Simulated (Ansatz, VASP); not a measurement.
# Two plane-wave programs on BaS

INCAR

```
PREC = Accurate
ENCUT = 520
EDIFF = 1E-6
ISMEAR = 0
SIGMA = 0.01
LREAL = F
LASPH = T
NELM = 100
ALGO = Normal
ISIF = 2
LWAVE = F
LCHARG = F
GGA = PE
NBANDS = 15
```

The input KPOINTS:

```
Automatic mesh
0
Gamma
  5 5 5
```

File POSCAR:

```
BaS
1.0
    0.0000000000      3.1937500000      3.1937500000
    3.1937500000      0.0000000000      3.1937500000
    3.1937500000      3.1937500000      0.0000000000
Ba S
1 1
Direct
    0.0000000000      0.0000000000      0.0000000000
    0.5000000000      0.5000000000      0.5000000000
```

Input for Ansatz:

```yaml
crystal:
  lattice:
    - [0.0, 3.19375, 3.19375]
    - [3.19375, 0.0, 3.19375]
    - [3.19375, 3.19375, 0.0]
  atoms:
    - { symbol: Ba, position: [0.0, 0.0, 0.0] }
    - { symbol: S, position: [0.5, 0.5, 0.5] }
basis:
  ecutwfc: 470.0
kpoints:
  mp_grid:
    grid: [5, 5, 5]
hamiltonian:
  xc: pbe
scf:
  occupations:
    method: fixed
output:
  polarization: {}
```

Alike in both runs: task single point; functional PBE; k mesh 5 × 5 × 5; no spin polarisation.

|  | VASP | Ansatz |
| --- | --- | --- |
| version | VASP 6.6.1 | Ansatz 0.2.0 |
| potentials or method | VASP PAW PBE potentials, release 64 (Ba_sv, S), cutoff 520 eV | plane waves, PAW |
| occupations | gaussian, width 0.01 eV | fixed |
| valence electrons in the cell | 16 | 16 |

```tsv
	VASP	Ansatz	Ansatz less VASP
gap on the k mesh at the Fermi level (eV)	2.22	2.32	+0.096
```

Neither program's run includes spin-orbit coupling.
